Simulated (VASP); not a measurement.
Here is a VASP 6.6.1 calculation.

File INCAR:

```
SYSTEM = Fe3Ge
PREC = Accurate
ENCUT = 600
EDIFF = 1E-6
ISMEAR = -1
SIGMA = 0.05
LREAL = .False.
LASPH = .True.
NELM = 200
ALGO = Normal
ISIF = 2
LWAVE = .False.
LCHARG = .False.
ISPIN = 2
MAGMOM = 0 3 3 3
LORBIT = 11
LMAXMIX = 4
GGA = PS
NBANDS = 43
GGA_COMPAT = .False.
```

The input KPOINTS:

```
Automatic mesh
0
Gamma
  8 8 8
  0 0 0
```

File POSCAR:

```
Fe3Ge
1.0
    0.0000000000      2.8562856173      2.8562856173
    2.8562856173      0.0000000000      2.8562856173
    2.8562856173      2.8562856173      0.0000000000
Ge Fe
1 3
Direct
    0.0000000000      0.0000000000      0.0000000000
    0.7500000000      0.7500000000      0.7500000000
    0.2500000000      0.2500000000      0.2500000000
    0.5000000000      0.5000000000      0.5000000000
```

Potentials or basis: VASP PAW PBE potentials, release 64 (Ge_d, Fe_sv).

Launch:

```bash
$ cat potpaw_PBE.64/Ge_d/POTCAR potpaw_PBE.64/Fe_sv/POTCAR > POTCAR
$ mpirun -np 1 vasp_std > vasp.out
```

**Question.** Predict the net moment.

**Answer.** 5.29 μB per cell.

**Question.** Estimate the site moments.

**Answer.** Ge -0.07; Fe +1.40, +2.50 (each value once) μB.

Caveat: the cell stands under tension.
